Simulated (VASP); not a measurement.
Runs of VASP 6.6.1 on Ag. The structure is that of space group Im-3m (No. 229), or close to it. The cells are those of the table. This isn't the form of Ag at room conditions, which is fcc.

```tsv
cell	gap on the mesh (eV)	pressure (GPa)
a = 2.868 Å, angles 109.5°, 1 atom	none	-7.2
a = 2.809 Å, angles 109.5°, 1 atom	none	-1.9
a = 2.896 Å, angles 109.5°, 1 atom	none	(b)
a = 2.924 Å, angles 109.5°, 1 atom	none	-10.6
a = 2.839 Å, angles 109.5°, 1 atom	none	(a)
```

Alike in all rows: task single point; level PBEsol; potentials or basis VASP PAW PBE potentials, release 64 (Ag); no spin polarisation; k mesh 12 × 12 × 12; cutoff (eV) 500; smearing fermi-dirac 0.15 eV.

Problem. Estimate the missing entries.

Solution. (a) -4.8; (b) -9.1.

Caveats: the PAW data sets were made with another functional, which shifts forces and pressure a little; the cell stands under tension (at least some runs).

A k mesh can miss the band edges, and the runs leave out spin-orbit coupling on Ag.

A gap of «none» marks levels without a gap at the run's occupations.
